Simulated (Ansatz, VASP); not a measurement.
# Two plane-wave programs on Sc3W

```
Sc W
1.0
     3.09153    0.00000    0.00000
    -1.54577    2.67735    0.00000
     0.00000    0.00000   10.21088
Sc W
3 1
Direct
  0.66667 0.33333 0.50000
  0.33333 0.66667 0.23042
  0.33333 0.66667 0.76958
  0.66667 0.33333 0.00000
```

Change from the starting cell: species swapped into the Zn3Ag type (P-6m2, No. 187).

Alike in both runs: functional PBE; k mesh 6 × 6 × 2; occupations gaussian, width 0.1 eV; no spin polarisation.

Ansatz relaxed the structure, and its values are those at the end. VASP's run is a single point on that final structure, the one shown.

|  | VASP | Ansatz |
| --- | --- | --- |
| version | VASP 6.6.1 | Ansatz 0.2.0 |
| potentials or method | VASP PAW PBE potentials, release 64 (Sc_sv, W_sv), cutoff 520 eV | scalar-relativistic, plane waves, PAW |
| valence electrons in the cell | 47 | 47 |

```csv
,VASP,Ansatz,Ansatz less VASP
gap on the k mesh at the Fermi level (eV),none,none,-
pressure (GPa),0.1,0.0,-0.09
rms of the force components (eV/Å),0.005,0.001,-0.0038
```

A gap of «none» marks a metal or a gap that the smearing closes.

The k mesh is coarse, so the values compare programs but aren't converged. Neither program's run includes spin-orbit coupling.
